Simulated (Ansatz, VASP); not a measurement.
## One calculation of BeTe, two programs

```
CELL_PARAMETERS angstrom
3.91195 0.00000 0.00000
0.00000 3.91195 0.00000
0.00000 0.00000 7.42580
ATOMIC_POSITIONS crystal
Be 0.00000 0.00000 0.50000
Be 0.50000 0.50000 0.50000
Te 0.50000 0.00000 0.70613
Te 0.00000 0.50000 0.29387
```

Alike in both runs: functional PBE; k mesh 8 × 8 × 4; occupations gaussian, width 0.02 eV; no spin polarisation.

Ansatz relaxed the structure, and its values are those at the end. VASP's run is a single point on that final structure, the one shown.

|  | VASP | Ansatz |
| --- | --- | --- |
| version | VASP 6.6.1 | Ansatz 0.2.0 |
| potentials or method | VASP PAW PBE potentials, release 64 (Be, Te), cutoff 520 eV | scalar-relativistic, plane waves, PAW |
| valence electrons in the cell | 16 | 36 |

Ansatz gave:

* gap on the k mesh at the Fermi level (eV): 2.12
* least direct gap on the mesh (eV): 2.12
* pressure (GPa): 0.0
* rms of the force components (eV/Å): 0.001

Q: Estimate VASP's values.

A: gap on the k mesh at the Fermi level (eV): 2.11; least direct gap on the mesh (eV): 2.11; pressure (GPa): 0.1; rms of the force components (eV/Å): 0.020.

VASP's potentials hold 16 valence electrons a cell and Ansatz's 36, so a difference there can come from the potentials and not from the codes.

Spin-orbit coupling is off throughout.
